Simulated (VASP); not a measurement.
# CO (P4/nmm) in VASP: further runs, part 2 of 2

VASP 6.6.1.

## (3) Single point, PBE

This run uses another cell than the first one, of 9.32 Å³/atom.

The input, INCAR:

```
SYSTEM = CO
  PREC = Accurate
  ENCUT = 600
  EDIFF = 1E-6
  ISMEAR = 0
  SIGMA = 0.1
  LREAL = .FALSE.
  LASPH = .TRUE.
  NELM = 120
  ALGO = Normal
  ISIF = 2
  LWAVE = .FALSE.
  LCHARG = .FALSE.
  GGA = PE
  NBANDS = 18
  GGA_COMPAT = .FALSE.
```

The input, KPOINTS:

```
Automatic mesh
0
G
  6 6 4
  0 0 0
```

The input, POSCAR:

```
CO
1.0
    3.1217318116      0.0000000000      0.0000000000
    0.0000000000      3.1217318116      0.0000000000
    0.0000000000      0.0000000000      3.8263725419
C O
2 2
Direct
    0.0000000000      0.5000000000      0.1887448210
    0.5000000000      0.0000000000      0.8112551790
    0.0000000000      0.0000000000      0.0000000000
    0.5000000000      0.5000000000      0.0000000000
```

Potentials or basis: VASP PAW PBE potentials, release 64 (C, O).

On the command line:

```console
cat potpaw_PBE.64/C/POTCAR potpaw_PBE.64/O/POTCAR > POTCAR
mpirun -np 1 vasp_std > vasp.out
```

OUTCAR:

```text
SYSTEM = CO
   PREC = Accurate
   ENCUT = 600
   EDIFF = 1E-6
   ISMEAR = 0
   LREAL = .FALSE.
   LASPH = .TRUE.
   NELM = 120
   ISIF = 2
   GGA = PE

 ion  position               nearest neighbor table
   1  0.000  0.500  0.189-   3 1.72   4 1.72   3 1.72   4 1.72
   2  0.500  0.000  0.811-   3 1.72   4 1.72   4 1.72   3 1.72
   3  0.000  0.000  0.000-   1 1.72   2 1.72   1 1.72   2 1.72
   4  0.500  0.500  0.000-   1 1.72   2 1.72   2 1.72   1 1.72

  LATTYP: Found a simple tetragonal cell.
 ALAT       =     3.1217318116
 C/A-ratio  =     1.2257210974

  Lattice vectors:

 A1 = (   3.1217318116,   0.0000000000,   0.0000000000)
 A2 = (   0.0000000000,   3.1217318116,   0.0000000000)
 A3 = (   0.0000000000,   0.0000000000,   3.8263725419)

Analysis of symmetry for initial positions (statically):
=====================================================================
 Subroutine PRICEL returns:
 Original cell was already a primitive cell.

 Routine SETGRP: Setting up the symmetry group for a
 simple tetragonal supercell.

 Subroutine GETGRP returns: Found 16 space group operations
[... 171 lines left out ...]

 E-fermi :   3.4771     XC(G=0): -10.5236

 val. band max:        3.4606422283   @ k =   0.1667   0.1667   0.5000
 cond. band min:       3.6271205064   @ k =   0.1667   0.0000   0.5000
 fundamental gap:      0.1664782781
 Fermi energy:         3.4771425872

 k-point     1 :       0.0000    0.0000    0.0000
  band No.  band energies     occupation
      1     -20.6525      2.00000
      2     -14.7576      2.00000
      3      -7.1935      2.00000
      4      -6.5839      2.00000
      5      -6.5839      2.00000
      6      -1.3883      2.00000
[... 481 lines left out ...]
      5      -4.2086      2.00000
      6      -4.2086      2.00000
[... 10 lines left out ...]
     17      16.7211      0.00000
     18      16.7211      0.00000

 [... further k-points ...]

------------------------ aborting loop because EDIFF is reached ----------------------------------------

  FORCE on cell =-STRESS in cart. coord.  units (eV):
  Direction    XX          YY          ZZ          XY          YZ          ZX
  --------------------------------------------------------------------------------------
  -------------------------------------------------------------------------------------
  Total       -0.1035996     -0.1035996     -0.1362014      0.0000000     -0.0000000      0.0000000
  in kB       -4.4513354     -4.4513354     -5.8521253      0.0000000     -0.0000000      0.0000000
  external PRESSURE =      -4.9182654 kB  Pullay stress =       0.0000000 kB

 VOLUME and BASIS-vectors are now :
 -----------------------------------------------------------------------------
  energy-cutoff  :      600.00
  volume of cell :       37.29
      direct lattice vectors                 reciprocal lattice vectors
     3.121731812  0.000000000  0.000000000     0.320335013  0.000000000  0.000000000
     0.000000000  3.121731812  0.000000000     0.000000000  0.320335013  0.000000000
     0.000000000  0.000000000  3.826372542     0.000000000  0.000000000  0.261344129

 POSITION                                       TOTAL-FORCE (eV/Angst)
 -----------------------------------------------------------------------------------
      0.00000      1.56087      0.72221         0.000000     -0.000000      0.014841
      1.56087      0.00000      3.10416         0.000000      0.000000     -0.014841
      0.00000      0.00000      0.00000         0.000000      0.000000      0.000000
      1.56087      1.56087      0.00000        -0.000000      0.000000      0.000000
 -----------------------------------------------------------------------------------
    total drift:                                0.000000      0.000000     -0.000000

  FREE ENERGIE OF THE ION-ELECTRON SYSTEM (eV)
  ---------------------------------------------------
  free  energy   TOTEN  =       -20.7861492603 eV

  energy  without entropy=      -20.7812671578  energy(sigma->0) =      -20.78370821
```

OSZICAR:

```text
N       E                     dE             d eps       ncg     rms          rms(c)
DAV:   1     0.750820417173E+02    0.75082E+02   -0.11246E+04  1080   0.116E+03
DAV:   2    -0.181226346371E+02   -0.93205E+02   -0.90028E+02  1496   0.226E+02
DAV:   3    -0.217240044697E+02   -0.36014E+01   -0.35598E+01  1234   0.416E+01
DAV:   4    -0.217467005368E+02   -0.22696E-01   -0.22682E-01  1234   0.384E+00
DAV:   5    -0.217468334769E+02   -0.13294E-03   -0.13294E-03  1166   0.282E-01    0.778E+00
DAV:   6    -0.209714361488E+02    0.77540E+00   -0.40070E+00  1104   0.130E+01    0.374E+00
DAV:   7    -0.208048565445E+02    0.16658E+00   -0.74326E-01  1128   0.567E+00    0.180E+00
DAV:   8    -0.207837498322E+02    0.21107E-01   -0.89127E-02  1116   0.189E+00    0.439E-01
DAV:   9    -0.207861428041E+02   -0.23930E-02   -0.98870E-03  1188   0.696E-01    0.179E-01
DAV:  10    -0.207861323358E+02    0.10468E-04   -0.11909E-03  1120   0.240E-01    0.328E-02
DAV:  11    -0.207861515728E+02   -0.19237E-04   -0.10271E-04  1206   0.660E-02    0.106E-02
DAV:  12    -0.207861491012E+02    0.24716E-05   -0.13894E-05  1154   0.253E-02    0.164E-03
DAV:  13    -0.207861492603E+02   -0.15910E-06   -0.80591E-07   644   0.578E-03
   1 F= -.20786149E+02 E0= -.20783708E+02  d E =-.488210E-02
```

stdout:

```text
POSCAR found type information on POSCAR C O
 POSCAR found :  2 types and       4 ions
 scaLAPACK will be used
 LDA part: xc-table for (Slater+PW92), standard interpolation
 POSCAR, INCAR and KPOINTS ok, starting setup
 FFT: planning ... GRIDC
 FFT: planning ... GRID_SOFT
 FFT: planning ... GRID
 WAVECAR not read
 entering main loop
```

It took 22 s on 1 thread of Intel Xeon Platinum 8259CL at 2.50GHz (Skylake/Cascade Lake), shared host; peak memory 0.16 GiB.

What came out:

```
Free energy   : -20.7861 eV
Pressure      : -0.5 GPa
Largest force : 0.015 eV/Å
```

Forces on the atoms (eV/Å):
```
C    0.000  0.000  0.015
C    0.000  0.000 -0.015
O    0.000  0.000  0.000
O    0.000  0.000  0.000
```

Caveat: the k points lie up to 0.41 Å⁻¹ apart.

## (4) Single point, PBE

The input, INCAR:

```
ALGO = Normal ; EDIFF = 1E-6
ENCUT = 600 ; GGA = PE
GGA_COMPAT = False ; ISIF = 2
ISMEAR = 0 ; LASPH = True
LCHARG = False ; LREAL = False
LWAVE = False ; NBANDS = 18
NELM = 120 ; PREC = Accurate
SIGMA = 0.1
```

The input, KPOINTS:

```
k-points
0
Gamma
  6 6 4
```

The input, POSCAR:

```
CO
1.0
    3.3922278395      0.0000000000      0.0000000000
    0.0000000000      3.3922278395      0.0000000000
    0.0000000000      0.0000000000      4.2863748516
C O
2 2
Direct
    0.0000000000      0.5000000000      0.2351000000
    0.5000000000      0.0000000000      0.7649000000
    0.0000000000      0.0000000000      0.0000000000
    0.5000000000      0.5000000000      0.0000000000
```

Potentials or basis: VASP PAW PBE potentials, release 64 (C, O).

On the command line:

```console
cat potpaw_PBE.64/C/POTCAR potpaw_PBE.64/O/POTCAR > POTCAR
mpirun -np 1 vasp_std > vasp.out
```

OUTCAR:

```text
EDIFF = 1E-6
   ENCUT = 600
   GGA = PE
   ISIF = 2
   ISMEAR = 0
   LASPH = True
   LREAL = False
   NELM = 120
   PREC = Accurate

 ion  position               nearest neighbor table
   1  0.000  0.500  0.235-   3 1.97   4 1.97   3 1.97   4 1.97
   2  0.500  0.000  0.765-   3 1.97   4 1.97   4 1.97   3 1.97
   3  0.000  0.000  0.000-   1 1.97   2 1.97   1 1.97   2 1.97
   4  0.500  0.500  0.000-   1 1.97   2 1.97   2 1.97   1 1.97

  LATTYP: Found a simple tetragonal cell.
[... 705 lines left out ...]
  FORCE on cell =-STRESS in cart. coord.  units (eV):
  Direction    XX          YY          ZZ          XY          YZ          ZX
  --------------------------------------------------------------------------------------
  -------------------------------------------------------------------------------------
  Total       -6.9876569     -6.9876569     -6.3187268      0.0000000      0.0000000      0.0000000
  in kB     -226.9770654   -226.9770654   -205.2484975      0.0000000      0.0000000      0.0000000
  external PRESSURE =    -219.7342094 kB  Pullay stress =       0.0000000 kB

 VOLUME and BASIS-vectors are now :
 -----------------------------------------------------------------------------
  energy-cutoff  :      600.00
  volume of cell :       49.32
      direct lattice vectors                 reciprocal lattice vectors
     3.392227839  0.000000000  0.000000000     0.294791520  0.000000000  0.000000000
     0.000000000  3.392227839  0.000000000     0.000000000  0.294791520  0.000000000
     0.000000000  0.000000000  4.286374852     0.000000000  0.000000000  0.233297375

 POSITION                                       TOTAL-FORCE (eV/Angst)
 -----------------------------------------------------------------------------------
      0.00000      1.69611      1.00773        -0.000000     -0.000000     -3.112532
      1.69611      0.00000      3.27865        -0.000000     -0.000000      3.112532
      0.00000      0.00000      0.00000        -0.000000      0.000000      0.000000
      1.69611      1.69611      0.00000         0.000000     -0.000000      0.000000
 -----------------------------------------------------------------------------------
    total drift:                                0.000000      0.000000     -0.000000

  FREE ENERGIE OF THE ION-ELECTRON SYSTEM (eV)
  ---------------------------------------------------
  free  energy   TOTEN  =       -19.2109301492 eV

  energy  without entropy=      -19.2088125428  energy(sigma->0) =      -19.20987135
```

It took 24 s on 1 thread of Intel Xeon Platinum 8259CL at 2.50GHz (Skylake/Cascade Lake), shared host; peak memory 0.17 GiB.

Results:

| Property | Result |
| --- | --- |
| Free energy | -19.2109 eV |
| Pressure | -22.0 GPa |
| Largest force | 3.113 eV/Å |
| Band gap on the k mesh | zero (bands 10 and 11 overlap by 0.13 eV) |

Forces in eV/Å, atoms in the order of the input:
```
C    0.000  0.000 -3.113
C    0.000  0.000  3.113
O    0.000  0.000  0.000
O    0.000  0.000  0.000
```

Caveat: the k points lie up to 0.37 Å⁻¹ apart; forces of over 1 eV/Å act on the atoms, so gaps and moduli don't describe the material at rest.

## (5) The runs side by side

| task | cell | pressure (GPa) | largest force (eV/Å) |
| --- | --- | --- | --- |
| relaxation of cell and atoms | relaxed from a = 3.392, b = 3.392, c = 4.286 Å, 4 atoms, atomic positions A | -0.4 | 0.02 |
| single point | a = 3.122, b = 3.122, c = 3.826 Å, 4 atoms, atomic positions B | -0.5 | 0.01 |
| single point | a = 3.392, b = 3.392, c = 4.286 Å, 4 atoms, atomic positions A | -22.0 | 3.11 |

Alike in all rows: level PBE; potentials or basis VASP PAW PBE potentials, release 64 (C, O); no spin polarisation; k mesh 6 × 6 × 4; cutoff (eV) 600; smearing gaussian 0.1 eV.

Caveats: all runs use coarse meshes; the volume moved by over 15 % at a fixed basis, so the end points are rough (at least some runs); forces of over 1 eV/Å act on the atoms, so gaps and moduli don't describe the material at rest (at least some runs).

Total energies depend on the potentials used, so only differences within one code and one set of settings carry meaning.
